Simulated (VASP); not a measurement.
Input of a VASP 6.6.1 run:

File POSCAR:

```
ZrAlPd3
1.0
    4.5011044235      0.0000000000      0.0000000000
    0.0000000000      4.5011044235      0.0000000000
    0.0000000000      0.0000000000      4.5011044235
Zr Al Pd
1 1 3
Direct
    0.0000000000      0.0000000000      0.0000000000
    0.5000000000      0.5000000000      0.5000000000
    0.0000000000      0.5000000000      0.5000000000
    0.5000000000      0.0000000000      0.5000000000
    0.5000000000      0.5000000000      0.0000000000
```

File INCAR.step1:

```
ALGO = Normal
EDIFF = 1E-4
ENCUT = 520
GGA = PE
ISMEAR = 0
LASPH = True
LCHARG = False
LREAL = False
LWAVE = True
NBANDS = 30
NELM = 60
PREC = Accurate
SIGMA = 0.1
```

INCAR.step2

```
ALGO = Normal
EDIFF = 1E-7
ENCUT = 520
ISIF = 2
ISMEAR = 0
ISTART = 1
LASPH = True
LCHARG = True
LELF = True
LMIXTAU = True
LREAL = False
LVHAR = True
LWAVE = False
METAGGA = R2SCAN
NBANDS = 30
NELM = 60
PREC = Accurate
SIGMA = 0.1
```

File KPOINTS:

```
k-points
0
Gamma
  4 4 4
```

Potentials or basis: VASP PAW PBE potentials, release 64 (Zr_sv, Al, Pd).

Run with:

```sh
$ cat potpaw_PBE.64/Zr_sv/POTCAR potpaw_PBE.64/Al/POTCAR potpaw_PBE.64/Pd/POTCAR > POTCAR
$ cp INCAR.step1 INCAR
$ mpirun -np 1 vasp_std > vasp.out
$ cp INCAR.step2 INCAR
$ mpirun -np 1 vasp_std > vasp.out
```

Predict the band gap on the k mesh.

zero (an odd number of electrons rules out a gap without spin polarisation).

What does it give for the pressure?

0.2 GPa.

Caveat: the PAW data sets were made with another functional, which shifts forces and pressure a little.
